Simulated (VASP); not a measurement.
Wanted: the native input for a VASP 6.6.1 run.

```yaml
Task: single point
Functional: r2SCAN
Potentials_or_basis: VASP PAW PBE potentials, release 64 (Pd, Se, Cs_sv)
Cutoff: 520 eV
k_mesh: 4 × 4 × 4
Occupations: fermi-dirac, width 0.1 eV
Spin: no spin polarisation
Dipole_correction: no
Further_INCAR_settings: ALGO = Normal; EDIFF = 1e-06; NBANDS = 48
```

Crystal: CsPdSe3.

```xyz
10
Lattice="0.0000 7.4332 0.0000 7.4332 0.0000 0.0000 3.7166 3.7166 -5.4251" Properties=species:S:1:pos:R:3 pbc="T T T"
Pd    0.0000    0.0000    0.0000
Pd    3.7166    3.7166    0.0000
Se    1.6784    1.6784    0.0000
Se    5.7548    1.6784    0.0000
Se    5.7548    5.7548    0.0000
Se    1.6784    5.7548    0.0000
Se    7.4332    7.4332   -3.1042
Se    3.7166    3.7166   -2.3209
Cs    3.7166    7.4332   -2.7125
Cs    7.4332    3.7166   -2.7125
```

One way to write it, as run:

POSCAR

```
CsPdSe3
1.0
    0.0000000000      7.4332430400      0.0000000000
    7.4332430400      0.0000000000      0.0000000000
    3.7166220200      3.7166220200     -5.4250832000
Pd Se Cs
2 6 2
Direct
    0.0000000000      0.0000000000      0.0000000000
    0.5000000000      0.5000000000      0.0000000000
    0.2258000000      0.2258000000      0.0000000000
    0.2258000000      0.7742000000      0.0000000000
    0.7742000000      0.7742000000      0.0000000000
    0.7742000000      0.2258000000      0.0000000000
    0.7139000000      0.7139000000      0.5722000000
    0.2861000000      0.2861000000      0.4278000000
    0.7500000000      0.2500000000      0.5000000000
    0.2500000000      0.7500000000      0.5000000000
```

INCAR.step1

```
SYSTEM = CsPdSe3
PREC = Accurate ; ENCUT = 520
ISMEAR = -1 ; SIGMA = 0.1
LREAL = .False. ; LASPH = .True.
NELM = 100 ; NBANDS = 48
GGA = PE ; ALGO = Normal
EDIFF = 1E-4 ; LWAVE = .True.
LCHARG = .False.
```

INCAR.step2

```
SYSTEM = CsPdSe3
PREC = Accurate ; ENCUT = 520
EDIFF = 1E-6 ; ISMEAR = -1
SIGMA = 0.1 ; LREAL = .False.
LASPH = .True. ; NELM = 100
ALGO = Normal ; ISIF = 2
LWAVE = .False. ; LCHARG = .False.
METAGGA = R2SCAN ; LMIXTAU = .True.
NBANDS = 48 ; ISTART = 1
```

KPOINTS

```
regular mesh
0
Gamma
  4 4 4
  0 0 0
```

Potentials or basis: VASP PAW PBE potentials, release 64 (Pd, Se, Cs_sv).

Run with:

```bash
$ cat potpaw_PBE.64/Pd/POTCAR potpaw_PBE.64/Se/POTCAR potpaw_PBE.64/Cs_sv/POTCAR > POTCAR
$ cp INCAR.step1 INCAR
$ mpirun -np 1 vasp_std > vasp.out
$ cp INCAR.step2 INCAR
$ mpirun -np 1 vasp_std > vasp.out
```

Results of the run:

The pressure is 0.2 GPa. The largest force is 1.107 eV/Å and the band gap on the k mesh is zero (band 37 reaches 1.97 eV, above the bottom of band 38 at 1.53 eV).

Caveat: the PAW data sets were made with another functional, which shifts forces and pressure a little; spin-orbit coupling is left out, which moves the levels of the heavy elements.

It took 12 min on 1 thread of Intel(R) Xeon(R) 6975P-C (Granite Rapids) (shared host), peak memory 0.57 GiB.
